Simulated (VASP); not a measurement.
# AlNi (P4/mmm) in VASP: notebook, part 2 of 2

VASP 6.6.1.

**3. Single point, PBEsol**

This run uses another cell than the first one, of the same volume but with other edges.

File INCAR:

```
PREC     = Accurate       # precision mode
ENCUT    = 520            # plane-wave cutoff, eV
EDIFF    = 1E-6           # SCF threshold, eV
ISMEAR   = 0              # smearing method
SIGMA    = 0.15           # smearing width, eV
LREAL    = F              # projectors in reciprocal space
LASPH    = T              # aspherical terms in the spheres
NELM     = 60             # most SCF steps
ALGO     = Fast           # electronic algorithm
ISIF     = 2              # what is computed and relaxed
LWAVE    = F              # write WAVECAR
LCHARG   = F              # write CHGCAR
GGA      = PS             # functional
NBANDS   = 14             # bands
```

File KPOINTS:

```
regular mesh
0
Gamma
  24 24 24
```

File POSCAR:

```
AlNi
1.0
    1.9021425562     -1.9021629779      0.0000000000
    1.9021425562      1.9021629779      0.0000000000
    0.0000000000      0.0000000000      3.2402604874
Al Ni
1 1
Direct
    0.0000000000      0.0000000000      0.0000000000
    0.5000000000      0.5000000000      0.5000000000
```

Potentials or basis: VASP PAW PBE potentials, release 64 (Al, Ni).

The run is started by

```console
cat potpaw_PBE.64/Al/POTCAR potpaw_PBE.64/Ni/POTCAR > POTCAR
mpirun -np 1 vasp_std > vasp.out
```

OUTCAR:

```text
PREC = Accurate
   ENCUT = 520
   EDIFF = 1E-6
   ISMEAR = 0
   LREAL = F
   LASPH = T
   NELM = 60
   ISIF = 2
   GGA = PS

 ion  position               nearest neighbor table
   1  0.000  0.000  0.000-   2 2.50   2 2.50   2 2.50   2 2.50   2 2.50   2 2.50   2 2.50   2 2.50

   2  0.500  0.500  0.500-   1 2.50   1 2.50   1 2.50   1 2.50   1 2.50   1 2.50   1 2.50   1 2.50

  LATTYP: Found a base centered orthorhombic cell.
 ALAT       =     3.8042851124
 B/A-ratio  =     1.0000107362
 C/A-ratio  =     0.8517396545

  Lattice vectors:

 A1 = (   1.9021425562,  -1.9021629779,   0.0000000000)
 A2 = (   1.9021425562,   1.9021629779,   0.0000000000)
 A3 = (   0.0000000000,   0.0000000000,   3.2402604874)

Analysis of symmetry for initial positions (statically):
=====================================================================
 Subroutine PRICEL returns:
 Original cell was already a primitive cell.

 Routine SETGRP: Setting up the symmetry group for a
 base centered orthorhombic supercell.

 Subroutine GETGRP returns: Found  8 space group operations
 (whereof  8 operations were pure point group operations)
 out of a pool of  8 trial point group operations.

[... 170 lines left out ...]
 k-point     1 :       0.0000    0.0000    0.0000
  band No.  band energies     occupation
      1      -1.1485      2.00000
      2       6.6238      2.00000
      3       6.8732      2.00000
      4       8.4959      2.00000
      5       8.4959      2.00000
      6       8.9336      2.00000
      7      11.8054      0.00000
      8      16.4681      0.00000
      9      18.1118      0.00000
     10      18.1118      0.00000
     11      19.0706      0.00000
     12      25.4097      0.00000
     13      30.3717      0.00000
     14      30.3718      0.00000
[... 377 lines left out ...]
      1       3.0050      2.00000
      2       4.4531      2.00000
      3       7.1667      2.00000
      4       7.3382      2.00000
      5       8.2037      2.00000
      6       8.6100      2.00000
      7       9.9875      1.91511
      8      16.6284      0.00000
      9      17.6120      0.00000
     10      19.1316      0.00000
     11      21.8494      0.00000
     12      22.4361      0.00000
     13      23.7456      0.00000
     14      26.1999      0.00000

 [... further k-points ...]
[... 5 lines left out ...]
  --------------------------------------------------------------------------------------
  -------------------------------------------------------------------------------------
  Total        0.6832593      0.6829815     -0.6974826      0.0000000      0.0000000      0.0000000
  in kB       46.6869420     46.6679579    -47.6588158      0.0000000      0.0000000      0.0000000
  external PRESSURE =      15.2320280 kB  Pullay stress =       0.0000000 kB

 VOLUME and BASIS-vectors are now :
 -----------------------------------------------------------------------------
  energy-cutoff  :      520.00
  volume of cell :       23.45
      direct lattice vectors                 reciprocal lattice vectors
     1.902142556 -1.902162978  0.000000000     0.262861476 -0.262858654  0.000000000
     1.902142556  1.902162978  0.000000000     0.262861476  0.262858654  0.000000000
     0.000000000  0.000000000  3.240260487     0.000000000  0.000000000  0.308617163

 POSITION                                       TOTAL-FORCE (eV/Angst)
 -----------------------------------------------------------------------------------
      0.00000      0.00000      0.00000         0.000000      0.000000      0.000000
      1.90214      0.00000      1.62013         0.000000     -0.000000      0.000000
 -----------------------------------------------------------------------------------
    total drift:                                0.000000      0.000000      0.000000

  FREE ENERGIE OF THE ION-ELECTRON SYSTEM (eV)
  ---------------------------------------------------
  free  energy   TOTEN  =       -11.4952674582 eV

  energy  without entropy=      -11.4841974698  energy(sigma->0) =      -11.48973246
```

Wall time 7.2 min (1 thread of Intel Xeon 6975P-C, shared host); peak memory 0.74 GiB.

What came out:

- Free energy: -11.4953 eV
- Pressure: 1.5 GPa

Levels at points of the mesh, in eV from the Fermi level:
| k point | band 4 | band 5 | band 6 | band 7 | band 8 | band 9 | band 10 | band 11 |
| --- | --- | --- | --- | --- | --- | --- | --- | --- |
| (0.00, 0.00, 0.00) | -1.67 | -1.67 | -1.24 | 1.64 | 6.30 | 7.94 | 7.94 | 8.90 |
| (0.50, 0.00, 0.00) | -2.83 | -1.97 | -1.53 | -0.21 | 6.67 | 7.47 | 8.63 | 12.14 |
| (0.50, 0.50, 0.00) | -2.62 | -2.04 | -2.04 | -0.75 | 2.57 | 3.70 | 10.08 | 12.69 |
| (0.00, 0.00, 0.50) | -1.99 | -1.99 | -1.58 | -1.21 | 8.55 | 11.86 | 11.86 | 11.91 |
| (0.50, 0.00, 0.50) | -2.81 | -1.93 | -1.81 | -1.42 | 1.32 | 1.96 | 14.40 | 15.85 |
| (0.50, 0.50, 0.50) | -1.32 | -0.74 | 1.79 | 2.28 | 2.28 | 3.87 | 3.87 | 4.07 |

Caveat: the PAW data sets were made with another functional, which shifts forces and pressure a little.
